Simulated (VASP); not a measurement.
Set up this calculation in VASP 6.6.1, as the native input.

```
Task                   : relaxation of cell and atoms
Functional             : PBE
Potentials or basis    : VASP PAW PBE potentials, release 64 (Ti_sv, Ge_d)
Cutoff                 : 600 eV
k mesh                 : 6 × 6 × 6
Occupations            : gaussian, width 0.1 eV
Spin                   : no spin polarisation
Dipole correction      : no
Further INCAR settings : ALGO = Normal; EDIFF = 1e-07; IBRION = 2; EDIFFG = -0.04; NSW = 90; ISIF = 3
```

The structure of TiGe4 lies in POSCAR:

```
TiGe4
1.0
   -2.0915542700      2.0915542700      5.0399113500
    2.0915542700     -2.0915542700      5.0399113500
    2.0915542700      2.0915542700     -5.0399113500
Ti Ge
1 4
Direct
    0.0000000000      0.0000000000      0.0000000000
    0.6170451600      0.6170451600      0.0000000000
    0.7500000000      0.2500000000      0.5000000000
    0.2500000000      0.7500000000      0.5000000000
    0.3829548400      0.3829548400      0.0000000000
```

These files were run (other wordings do the same):

INCAR

```
PREC = Accurate
ENCUT = 600
EDIFF = 1E-7
ISMEAR = 0
SIGMA = 0.1
LREAL = False
LASPH = True
NELM = 60
ALGO = Normal
ISIF = 3
LWAVE = False
LCHARG = False
GGA = PE
IBRION = 2
NSW = 90
EDIFFG = -0.04
```

KPOINTS

```
Automatic mesh
0
Gamma
  6 6 6
```

Potentials or basis: VASP PAW PBE potentials, release 64 (Ti_sv, Ge_d).

Command:

```console
$ cat potpaw_PBE.64/Ti_sv/POTCAR potpaw_PBE.64/Ge_d/POTCAR > POTCAR
$ mpirun -np 1 vasp_std > vasp.out
```

It gave:

| Item | Value |
| --- | --- |
| Relaxed volume | 19.20 Å³/atom |
| Relaxed cell | a = 7.656 Å, b = 7.656 Å, c = 7.656 Å, α = 152.42°, β = 152.42°, γ = 39.39° |
| Space group after relaxing (to 0.05 Å) | I4/mmm (No. 139) |
| Energy gained by relaxing | 441.8 meV/atom |
| Ionic steps | 22 |
| Pressure after relaxing | 0.0 GPa |
| Largest force after relaxing | 0.014 eV/Å |
| Band gap on the k mesh | zero (band 34 reaches 7.31 eV, above the bottom of band 35 at 5.95 eV) |

It took 50 min on 1 thread of Intel(R) Xeon(R) Platinum 8559C (Emerald Rapids) (shared host), peak memory 0.43 GiB.
